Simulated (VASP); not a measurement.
# VSi (rocksalt type) (Fm-3m) in VASP: notebook

VSi (rocksalt type) is run at these levels: PBE; tasks: single point.

Program: VASP 6.6.1. These are calculated values, not measurements. Logs are shortened: lines on timing, memory, paths and dates and some standing lists are left out, and cuts for length are marked.

## Step 1: The cell of the first run

It takes space group Fm-3m (No. 225, cubic). Conventional cell: a = 4.920 Å, b = 4.920 Å, c = 4.920 Å, α = 90.00°, β = 90.00°, γ = 90.00°. Within 3.2 Å of V (site symmetry m-3m) lie 6 Si at 2.46 Å. Si (site symmetry m-3m) has 6 V at 2.46 Å within 3.2 Å.

## Step 2: Single point, PBE, collinear spin, ferromagnetic start (volume scaled by 1.02)

INCAR

```
SYSTEM = VSi
PREC = Accurate
ENCUT = 520
EDIFF = 1E-6
ISMEAR = -1
SIGMA = 0.03
LREAL = .FALSE.
LASPH = .TRUE.
NELM = 150
ALGO = Normal
ISIF = 2
LWAVE = .FALSE.
LCHARG = .FALSE.
ISPIN = 2
MAGMOM = 1.5 0
LORBIT = 11
LMAXMIX = 4
GGA = PE
NBANDS = 20
```

KPOINTS

```
Automatic mesh
0
G
  13 13 13
  0 0 0
```

POSCAR

```
VSi
1.0
    0.0000000000      2.4598431508      2.4598431508
    2.4598431508      0.0000000000      2.4598431508
    2.4598431508      2.4598431508      0.0000000000
V Si
1 1
Direct
    0.0000000000      0.0000000000      0.0000000000
    0.5000000000      0.5000000000      0.5000000000
```

Potentials or basis: VASP PAW PBE potentials, release 64 (V_sv, Si).

Command:

```bash
$ cat potpaw_PBE.64/V_sv/POTCAR potpaw_PBE.64/Si/POTCAR > POTCAR
$ mpirun -np 1 vasp_std > vasp.out
```

OUTCAR:

```text
SYSTEM = VSi
   PREC = Accurate
   ENCUT = 520
   EDIFF = 1E-6
   ISMEAR = -1
   LREAL = .FALSE.
   LASPH = .TRUE.
   NELM = 150
   ISIF = 2
   ISPIN = 2
   LORBIT = 11
   GGA = PE

 ion  position               nearest neighbor table
   1  0.000  0.000  0.000-   2 2.46   2 2.46   2 2.46   2 2.46   2 2.46   2 2.46
   2  0.500  0.500  0.500-   1 2.46   1 2.46   1 2.46   1 2.46   1 2.46   1 2.46

  LATTYP: Found a face centered cubic cell.
 ALAT       =     4.9196863016

  Lattice vectors:

 A1 = (   0.0000000000,   2.4598431508,   2.4598431508)
 A2 = (   2.4598431508,   0.0000000000,   2.4598431508)
 A3 = (   2.4598431508,   2.4598431508,   0.0000000000)

Analysis of symmetry for initial positions (statically):
=====================================================================
 Subroutine PRICEL returns:
 Original cell was already a primitive cell.

 Routine SETGRP: Setting up the symmetry group for a
 face centered cubic supercell.

 Subroutine GETGRP returns: Found 48 space group operations
 (whereof 48 operations were pure point group operations)
 out of a pool of 48 trial point group operations.

The static configuration has the point symmetry O_h .

Analysis of symmetry for dynamics (positions and initial velocities):
=====================================================================
 Subroutine PRICEL returns:
 Original cell was already a primitive cell.

 Routine SETGRP: Setting up the symmetry group for a
 face centered cubic supercell.

 Subroutine GETGRP returns: Found 48 space group operations
 (whereof 48 operations were pure point group operations)
 out of a pool of 48 trial point group operations.

The dynamic configuration has the point symmetry O_h .

Analysis of structural, dynamic, and magnetic symmetry:
=====================================================================
 Subroutine PRICEL returns:
 Original cell was already a primitive cell.

 Routine SETGRP: Setting up the symmetry group for a
 face centered cubic supercell.

 Subroutine GETGRP returns: Found 48 space group operations
 (whereof 48 operations were pure point group operations)
 out of a pool of 48 trial point group operations.

The overall configuration has the point symmetry O_h .

 Subroutine INISYM returns: Found 48 space group operations
 (whereof 48 operations are pure point group operations),
 and found     1 'primitive' translations

----------------------------------------------------------------------------------------

                                     Primitive cell

  volume of cell :      29.7682

  direct lattice vectors                    reciprocal lattice vectors
     0.000000000  2.459843151  2.459843151    -0.203264993  0.203264993  0.203264993
     2.459843151  0.000000000  2.459843151     0.203264993 -0.203264993  0.203264993
     2.459843151  2.459843151  0.000000000     0.203264993  0.203264993 -0.203264993

  length of vectors
     3.478743545  3.478743545  3.478743545     0.352065295  0.352065295  0.352065295

  position of ions in fractional coordinates (direct lattice)
     0.000000000  0.000000000  0.000000000
     0.500000000  0.500000000  0.500000000

  ion indices of the primitive-cell ions
   primitive index   ion index
                 1           1
                 2           2

----------------------------------------------------------------------------------------

 KPOINTS: Automatic mesh

Automatic generation of k-mesh.
 Grid dimensions read from file:
 generate k-points for:   13   13   13

 Generating k-lattice:

  Cartesian coordinates                     Fractional coordinates (reciprocal lattice)
    -0.015635769  0.015635769  0.015635769     0.076923077  0.000000000  0.000000000
     0.015635769 -0.015635769  0.015635769     0.000000000  0.076923077  0.000000000
     0.015635769  0.015635769 -0.015635769     0.000000000  0.000000000  0.076923077

  Length of vectors
     0.027081946  0.027081946  0.027081946

  Shift w.r.t. Gamma in fractional coordinates (k-lattice)
     0.000000000  0.000000000  0.000000000

 Subroutine IBZKPT returns following result:
 ===========================================

 Found     84 irreducible k-points:

 Following reciprocal coordinates:
            Coordinates               Weight
  0.000000  0.000000  0.000000      1.000000
  0.076923  0.000000  0.000000      8.000000
  0.153846  0.000000  0.000000      8.000000
  0.230769  0.000000  0.000000      8.000000
  0.307692  0.000000  0.000000      8.000000
  0.384615  0.000000  0.000000      8.000000
[... 16 lines left out ...]
  0.384615  0.153846  0.000000     24.000000
  0.461538  0.153846  0.000000     24.000000
 [... further k-points ...]
   k-points           NKPTS =     84   k-points in BZ     NKDIM =     84   number of bands    NBANDS=     20
   number of dos      NEDOS =    301   number of ions     NIONS =      2
   total plane-waves  NPLWV =  21952
   dimension x,y,z NGX =    28 NGY =   28 NGZ =   28
   dimension x,y,z NGXF=    56 NGYF=   56 NGZF=   56
   ions per type =               1   1
   NGX,Y,Z   is equivalent  to a cutoff of  13.38, 13.38, 13.38 a.u.
   NGXF,Y,Z  is equivalent  to a cutoff of  26.76, 26.76, 26.76 a.u.
 SYSTEM =  VSi
   PREC   = accura    normal or accurate (medium, high low for compatibility)
   ISTART =      0    job   : 0-new  1-cont  2-samecut
   ICHARG =      2    charge: 1-file 2-atom 10-const
   ISPIN  =      2    spin polarized calculation?
   LNONCOLLINEAR =      F non collinear calculations
   LSORBIT =      F    spin-orbit coupling
   LASPH  =      T    aspherical Exc in radial PAW
   ENCUT  =  520.0 eV  38.22 Ry    6.18 a.u.   6.47  6.47  6.47*2*pi/ulx,y,z
   NELM   =    150;   NELMIN=  2; NELMDL= -5     # of ELM steps
   EDIFF  = 0.1E-05   stopping-criterion for ELM
   LREAL  =      F    real-space projection
   EDIFFG = 0.1E-04   stopping-criterion for IOM
   NSW    =      0    number of steps for IOM
   IBRION =     -1    ionic relax: 0-MD 1-quasi-New 2-CG
   NFREE  =      0    steps in history (QN), initial steepest desc. (CG)
   ISIF   =      2    stress and relaxation
   ISYM   =      2    0-nonsym 1-usesym 2-fastsym
   POTIM  = 0.5000    time-step for ionic-motion
   TEBEG  =    0.0;   TEEND  =   0.0 temperature during run
   PSTRESS=    0.0 pullay stress
   NELECT =      17.0000    total number of electrons
   NUPDOWN=      -1.0000    fix difference up-down
   EMIN   =  10.00;   EMAX   =-10.00  energy-range for DOS
   EFERMI =   0.00;   METHOD = LEGACY
   ISMEAR =    -1;   SIGMA  =   0.03  broadening in eV -4-tet -1-fermi 0-gaus
   EFERMI_NEDOS =   21; number of points for ismear=-14 and -15
   IALGO  =     38    algorithm
   IMIX   =      4    mixing-type and parameters
     AMIX     =   0.40;   BMIX     =  1.00
     AMIX_MAG =   1.60;   BMIX_MAG =  1.00
  volume/ion in A,a.u.               =      14.88       100.44
  Fermi-wavevector in a.u.,A,eV,Ry     =   1.358231  2.566685 25.099921  1.844792
  Thomas-Fermi vector in A             =   2.485082
   LORBIT       =     11    0 simple, 1 ext, 2 COOP (PROOUT), +10 PAW based schemes
   GGA     = PE    functional components
   LHFCALC =     F    Hartree Fock is set to
   AEXX    =    0.0000 exact exchange contribution
   IVDW    =     0    specifies the selected vdW correction
   LEPSILON=     F    determine dielectric tensor
   LRPA    =     F    only Hartree local field effects (RPA)
 spin polarized calculation
  energy-cutoff  :      520.00
  volume of cell :       29.77
 maximum number of plane-waves:       821
 NGX is ok and might be reduce to    28
   NGX = 13   NGY = 13   NGZ = 13

 number of electron      16.9999995 magnetization       0.0049369

 Free energy of the ion-electron system (eV)
  ---------------------------------------------------
  ext. energy  EPLUGINS =         0.00000000
  ---------------------------------------------------
  free energy    TOTEN  =       -14.41768936 eV

  energy without entropy =      -14.41084836  energy(sigma->0) =      -14.41426886

 E-fermi :   9.1766     XC(G=0): -11.6131

 val. band max:        9.1695280778   @ k =   0.4615   0.2308   0.0000
 cond. band min:       9.1786283519   @ k =   0.4615   0.4615   0.0000
 fundamental gap:      0.0091002741
 Fermi energy:         9.1765885870

 spin component 1

 k-point     1 :       0.0000    0.0000    0.0000
  band No.  band energies     occupation
      1     -55.2529      1.00000
      2     -29.0980      1.00000
      3     -29.0980      1.00000
      4     -29.0980      1.00000
      5      -1.9237      1.00000
      6       8.2909      1.00000
[... 12 lines left out ...]
     19      24.4221      0.00000
     20      24.4221      0.00000
[... 507 lines left out ...]
 k-point    24 :       0.4615    0.1538    0.0000
  band No.  band energies     occupation
      1     -55.2459      1.00000
      2     -29.1639      1.00000
      3     -29.1162      1.00000
      4     -29.1124      1.00000
      5       1.1088      1.00000
      6       4.4050      1.00000
[... 12 lines left out ...]
     19      25.4291      0.00000
     20      28.5231      0.00000

 [... further k-points ...]

 spin component 2

 k-point     1 :       0.0000    0.0000    0.0000
  band No.  band energies     occupation
      1     -55.2479      1.00000
      2     -29.0931      1.00000
      3     -29.0931      1.00000
      4     -29.0931      1.00000
      5      -1.9234      1.00000
      6       8.2948      1.00000
[... 12 lines left out ...]
     19      24.4233      0.00000
     20      24.4233      0.00000
[... 507 lines left out ...]
 k-point    24 :       0.4615    0.1538    0.0000
  band No.  band energies     occupation
      1     -55.2410      1.00000
      2     -29.1590      1.00000
      3     -29.1114      1.00000
      4     -29.1075      1.00000
      5       1.1090      1.00000
      6       4.4061      1.00000
[... 12 lines left out ...]
     19      25.4303      0.00000
     20      28.5240      0.00000

 [... further k-points ...]

------------------------ aborting loop because EDIFF is reached ----------------------------------------

  FORCE on cell =-STRESS in cart. coord.  units (eV):
  Direction    XX          YY          ZZ          XY          YZ          ZX
  --------------------------------------------------------------------------------------
  -------------------------------------------------------------------------------------
  Total       -0.4700252     -0.4700252     -0.4700252     -0.0000000     -0.0000000      0.0000000
  in kB      -25.2976120    -25.2976120    -25.2976120     -0.0000000     -0.0000000      0.0000000
  external PRESSURE =     -25.2976120 kB  Pullay stress =       0.0000000 kB

 VOLUME and BASIS-vectors are now :
 -----------------------------------------------------------------------------
  energy-cutoff  :      520.00
  volume of cell :       29.77
      direct lattice vectors                 reciprocal lattice vectors
     0.000000000  2.459843151  2.459843151    -0.203264993  0.203264993  0.203264993
     2.459843151  0.000000000  2.459843151     0.203264993 -0.203264993  0.203264993
     2.459843151  2.459843151  0.000000000     0.203264993  0.203264993 -0.203264993

 POSITION                                       TOTAL-FORCE (eV/Angst)
 -----------------------------------------------------------------------------------
      0.00000      0.00000      0.00000         0.000000      0.000000      0.000000
      2.45984      2.45984      2.45984        -0.000000      0.000000     -0.000000
 -----------------------------------------------------------------------------------
    total drift:                               -0.000000     -0.000000      0.000000

  FREE ENERGIE OF THE ION-ELECTRON SYSTEM (eV)
  ---------------------------------------------------
  free  energy   TOTEN  =       -14.4176893556 eV

  energy  without entropy=      -14.4108483609  energy(sigma->0) =      -14.41426886

 total charge

# of ion       s       p       d       tot
------------------------------------------
    1        2.221   6.177   3.184  11.582
    2        0.798   0.937   0.000   1.735
--------------------------------------------------
tot          3.019   7.115   3.184  13.318

 magnetization (x)

# of ion       s       p       d       tot
------------------------------------------
    1        0.000   0.000   0.004   0.004
    2       -0.000  -0.000   0.000  -0.000
--------------------------------------------------
tot         -0.000  -0.000   0.004   0.004
```

Run time: 48 s. Hardware: 1 thread of Intel Xeon 6975P-C (Granite Rapids), shared host; peak memory 0.22 GiB.

Results:

| Quantity | Value |
| --- | --- |
| Free energy | -14.4177 eV |
| Pressure | -2.5 GPa |
| Net moment | 0.00 μB per cell |
| Valence electrons inside the program's atomic spheres | V 11.58; Si 1.74 |

## Step 3: Single point, PBE, collinear spin, ferromagnetic start (volume scaled by 1.04)

INCAR

```
ALGO = Normal
EDIFF = 1E-6
ENCUT = 520
GGA = PE
ISIF = 2
ISMEAR = -1
ISPIN = 2
LASPH = True
LCHARG = False
LMAXMIX = 4
LORBIT = 11
LREAL = False
LWAVE = False
MAGMOM = 1.5 0
NBANDS = 20
NELM = 150
PREC = Accurate
SIGMA = 0.03
```

KPOINTS

```
k-points
0
Gamma
  13 13 13
```

POSCAR

```
VSi
1.0
    0.0000000000      2.4758166058      2.4758166058
    2.4758166058      0.0000000000      2.4758166058
    2.4758166058      2.4758166058      0.0000000000
V Si
1 1
Direct
    0.0000000000      0.0000000000      0.0000000000
    0.5000000000      0.5000000000      0.5000000000
```

Potentials or basis: VASP PAW PBE potentials, release 64 (V_sv, Si).

Command:

```bash
$ cat potpaw_PBE.64/V_sv/POTCAR potpaw_PBE.64/Si/POTCAR > POTCAR
$ mpirun -np 1 vasp_std > vasp.out
```

Run time: 49 s. Hardware: 1 thread of Intel Xeon 6975P-C (Granite Rapids), shared host; peak memory 0.22 GiB.

Results (log left out):

```yaml
Free_energy: -14.4040 eV
Pressure: -4.9 GPa
Net_moment: 0.01 μB per cell
Valence_electrons_inside_the_program's_atomic_spheres: V 11.55; Si 1.72
```

Levels at points of the mesh, in eV from the Fermi level:
Spin up:
| k point | band 5 | band 6 | band 7 | band 8 | band 9 | band 10 | band 11 | band 12 |
| --- | --- | --- | --- | --- | --- | --- | --- | --- |
| (0.00, 0.00, 0.00) | -10.99 | -0.85 | -0.85 | -0.85 | -0.59 | -0.59 | 3.39 | 3.39 |
Spin down:
```csv
k point,band 4,band 5,band 6,band 7,band 8,band 9,band 10,band 11,band 12,band 13
"(0.00, 0.00, 0.00)",-38.29,-10.99,-0.85,-0.85,-0.85,-0.59,-0.59,3.39,3.39,3.39
```
